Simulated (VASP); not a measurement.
Runs of VASP 6.6.1 on GeAs5. The structure is that of space group P-62m (No. 189), or close to it. The cells are those of the table. 

| task | cell | k mesh | cutoff (eV) | gap on the mesh (eV) | pressure (GPa) | relaxed volume (Å³/atom) | largest force (eV/Å) |
| --- | --- | --- | --- | --- | --- | --- | --- |
| single point | a = 5.159, b = 5.159, c = 5.300 Å, angles 90.0, 90.0, 120.0°, 6 atoms | 6 × 6 × 4 | 520 | none | 0.1 | - | 0.08 |
| relaxation of cell and atoms | relaxed from a = 5.141, b = 5.141, c = 5.325 Å, angles 90.0, 90.0, 120.0°, 6 atoms | 6 × 6 × 4 | 600 | - | 0.0 | (b) | 0.03 |
| relaxation of cell and atoms | relaxed from a = 6.101, b = 6.101, c = 5.735 Å, angles 90.0, 90.0, 120.0°, 6 atoms | 3 × 3 × 4 | 600 | - | -0.1 | (a) | 0.01 |
| single point | a = 5.141, b = 5.141, c = 5.325 Å, angles 90.0, 90.0, 120.0°, 6 atoms | 3 × 3 × 4 | 520 | none | 0.1 | - | 0.07 |
| single point | a = 5.198, b = 5.198, c = 5.216 Å, angles 90.0, 90.0, 120.0°, 6 atoms | 12 × 12 × 8 | 520 | none | 0.1 | - | 0.05 |
| single point | a = 6.101, b = 6.101, c = 5.735 Å, angles 90.0, 90.0, 120.0°, 6 atoms | 3 × 3 × 4 | 520 | none | -13.1 | - | 0.52 |

Alike in all rows: level PBE; potentials or basis VASP PAW PBE potentials, release 64 (Ge_d, As); no spin polarisation; smearing gaussian 0.1 eV.

Q: Estimate the missing entries.

A: (a) 20.31; (b) 19.79.

Caveats: some runs use coarse meshes; the bands computed are all filled at some k points, so no gap is given (some runs); the volume moved by over 15 % at a fixed basis, so the end points are rough (some runs).

A k mesh can miss the band edges, and the runs leave out spin-orbit coupling on As, Ge.

A gap of «none» marks levels without a gap at the run's occupations.
